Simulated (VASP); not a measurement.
# Be16C (a cell with a defect) in VASP: a series of runs, part 2 of 2

VASP 6.6.1.

### 5 Single point, PBE

Contents of INCAR:

```
SYSTEM = Be16C
  PREC = Accurate
  ENCUT = 520
  EDIFF = 1E-6
  ISMEAR = 0
  SIGMA = 0.1
  LREAL = Auto
  LASPH = .TRUE.
  NELM = 80
  ALGO = Normal
  ISIF = 2
  LWAVE = .FALSE.
  LCHARG = .FALSE.
  GGA = PE
  NBANDS = 32
```

Contents of KPOINTS:

```
Automatic mesh
0
G
  4 4 3
  0 0 0
```

Contents of POSCAR:

```
Be16C
1.0
   -2.2900000000     -3.9663960000      0.0000000000
    3.4350000000     -1.9831980000      0.0000000000
    0.0000000000      0.0000000000      7.1768600000
Be C
16 1
Direct
    0.7502366543      0.4776564595      0.0097992715
    0.4969238556      0.3360578252      0.2536245656
    0.7502617122      0.4967436160      0.4910203069
    0.4630691437      0.3453741889      0.7447757097
    0.4943720813      0.0096049684     -0.0031332644
    0.2502292559      0.8405094602      0.2539235822
    0.4955897132     -0.0056126803      0.4972099219
    0.2502230600      0.8119306572      0.7471289673
    0.2502393383      0.5377388893      0.0084184448
    0.0035700234      0.3360702630      0.2536162054
    0.2502879054      0.5066801465      0.4938774060
    0.0373688089      0.3454851739      0.7446967058
    0.0061867575      0.0096595851     -0.0031423213
    0.7502356364      0.8310942088      0.2532055802
    0.0048513733     -0.0056315444      0.4972114546
    0.7501767609      0.7884703879      0.7439290999
    0.7502759403      0.1694124900      0.8442104207
```

Potentials or basis: VASP PAW PBE potentials, release 64 (Be, C).

On the command line:

```console
cat potpaw_PBE.64/Be/POTCAR potpaw_PBE.64/C/POTCAR > POTCAR
mpirun -np 1 vasp_std > vasp.out
```

OUTCAR:

```text
SYSTEM = Be16C
   PREC = Accurate
   ENCUT = 520
   EDIFF = 1E-6
   ISMEAR = 0
   LREAL = Auto
   LASPH = .TRUE.
   NELM = 80
   ISIF = 2
   GGA = PE

 ion  position               nearest neighbor table
   1  0.750  0.478  0.010-  17 1.71  10 2.17   2 2.17   5 2.20  13 2.20  14 2.24  16 2.27   9 2.30
                             9 2.30   4 2.37  12 2.37
   2  0.497  0.336  0.254-   3 2.16  11 2.17   1 2.17   7 2.21   9 2.24   5 2.25  10 2.26   6 2.27
                            14 2.28   6 2.30  14 2.31  10 2.32
   3  0.750  0.497  0.491-  16 2.15  10 2.16   2 2.16  14 2.16  11 2.29  11 2.29  15 2.29   7 2.29
                            15 2.31   7 2.31  12 2.32   4 2.33
[... 1054 lines left out ...]
  in kB       68.6291212     85.6120363    119.3407283     14.6946954    -15.3316902     26.5407580
  external PRESSURE =      91.1939619 kB  Pullay stress =       0.0000000 kB

 VOLUME and BASIS-vectors are now :
 -----------------------------------------------------------------------------
  energy-cutoff  :      520.00
  volume of cell :      130.38
      direct lattice vectors                 reciprocal lattice vectors
    -2.290000000 -3.966396000  0.000000000    -0.109170306 -0.189088533  0.000000000
     3.435000000 -1.983198000  0.000000000     0.218340611 -0.126059022  0.000000000
     0.000000000  0.000000000  7.176860000     0.000000000  0.000000000  0.139336702

 POSITION                                       TOTAL-FORCE (eV/Angst)
 -----------------------------------------------------------------------------------
     -0.07729     -3.92302      0.07033         0.041941     -0.024428      0.104397
      0.01640     -2.63747      1.82023         0.040565     -0.006392     -0.012262
     -0.01178     -3.96098      3.52398         0.085895     -0.049122     -0.108995
      0.12593     -2.52166      5.34515        -0.264778     -0.125015     -0.162191
     -1.09912     -1.97992      7.15437         0.101785      0.095267      0.056259
      2.31412     -2.65941      1.82237         0.027168     -0.016157     -0.019156
[... 9 lines left out ...]
      0.99049     -4.53919      5.33907         0.343560     -0.198959     -0.209381
     -1.13620     -3.31187      6.05878        -0.080277      0.047570      1.111638
 -----------------------------------------------------------------------------------
    total drift:                                0.002977     -0.001334     -0.008955

  FREE ENERGIE OF THE ION-ELECTRON SYSTEM (eV)
  ---------------------------------------------------
  free  energy   TOTEN  =       -65.6743327138 eV

  energy  without entropy=      -65.6554689887  energy(sigma->0) =      -65.66490085
```

OSZICAR:

```text
N       E                     dE             d eps       ncg     rms          rms(c)
DAV:   1     0.527216985818E+02    0.52722E+02   -0.14761E+04  1664   0.978E+02
DAV:   2    -0.620115011154E+02   -0.11473E+03   -0.10773E+03  2216   0.186E+02
DAV:   3    -0.688311092592E+02   -0.68196E+01   -0.67016E+01  2168   0.389E+01
DAV:   4    -0.689491597940E+02   -0.11805E+00   -0.11792E+00  2144   0.629E+00
DAV:   5    -0.689505511853E+02   -0.13914E-02   -0.13912E-02  2144   0.620E-01    0.855E+00
DAV:   6    -0.656435634828E+02    0.33070E+01   -0.64994E+00  2280   0.148E+01    0.314E+00
DAV:   7    -0.657670695168E+02   -0.12351E+00   -0.38168E+00  1992   0.773E+00    0.246E+00
DAV:   8    -0.656971776137E+02    0.69892E-01   -0.16729E-01  2344   0.224E+00    0.131E+00
DAV:   9    -0.656751659800E+02    0.22012E-01   -0.64694E-02  2040   0.138E+00    0.241E-01
DAV:  10    -0.656743503525E+02    0.81563E-03   -0.44224E-03  2064   0.306E-01    0.125E-01
DAV:  11    -0.656743364458E+02    0.13907E-04   -0.83993E-04  2080   0.138E-01    0.470E-02
DAV:  12    -0.656743307584E+02    0.56874E-05   -0.27646E-05  2168   0.357E-02    0.817E-03
DAV:  13    -0.656743320411E+02   -0.12827E-05   -0.88573E-06  2056   0.124E-02    0.360E-03
DAV:  14    -0.656743327138E+02   -0.67270E-06   -0.65129E-07  1344   0.429E-03
   1 F= -.65674333E+02 E0= -.65664901E+02  d E =-.188637E-01
```

stdout:

```text
POSCAR found type information on POSCAR BeC
 POSCAR found :  2 types and      17 ions
 scaLAPACK will be used
 LDA part: xc-table for (Slater+PW92), standard interpolation
 POSCAR, INCAR and KPOINTS ok, starting setup
 FFT: planning ... GRIDC
 FFT: planning ... GRID_SOFT
 FFT: planning ... GRID
 WAVECAR not read
 entering main loop
```

Run time: 81 s. Hardware: 1 thread of AMD EPYC 9R45 (Zen 5), shared host; peak memory 0.23 GiB.

What came out:

| Item | Value |
| --- | --- |
| Free energy | -65.6743 eV |
| Pressure | 9.1 GPa |
| Largest force | 1.116 eV/Å |
| Band gap on the k mesh | zero (bands 18 and 19 overlap by 1.22 eV) |

Forces in eV/Å, atoms in the order of the input:
```
Be   0.042 -0.024  0.104
Be   0.041 -0.006 -0.012
Be   0.086 -0.049 -0.109
Be  -0.265 -0.125 -0.162
Be   0.102  0.095  0.056
Be   0.027 -0.016 -0.019
Be  -0.031  0.016 -0.180
Be  -0.083  0.048 -0.134
Be   0.085 -0.050 -0.087
Be   0.026 -0.032 -0.012
Be  -0.141  0.082 -0.051
Be  -0.025  0.293 -0.160
Be  -0.032 -0.136  0.057
Be  -0.065  0.037 -0.012
Be  -0.030  0.018 -0.181
Be   0.344 -0.199 -0.209
C   -0.080  0.048  1.112
```

Stress tensor (GPa, compression positive):
```
 6.86  1.47  2.65
 1.47  8.56 -1.53
 2.65 -1.53 11.93
```

Caveat: the k points lie up to 0.40 Å⁻¹ apart, too coarse for converged energies and pressures of a metal.

### 6 Overview

```tsv
cell	gap on the mesh (eV)	pressure (GPa)	largest force (eV/Å)
as given, atomic positions A	none	9.1	1.10
as given, atomic positions B	none	8.4	2.32
as given, atomic positions C	none	8.4	2.31
as given, atomic positions D	none	9.1	1.12
```

Alike in all rows: task single point; level PBE; potentials or basis VASP PAW PBE potentials, release 64 (Be, C); no spin polarisation; k mesh 4 × 4 × 3; cutoff (eV) 520; smearing gaussian 0.1 eV.

Caveats: all runs use coarse meshes.

Absolute energies hang on the potentials; compare differences alone.
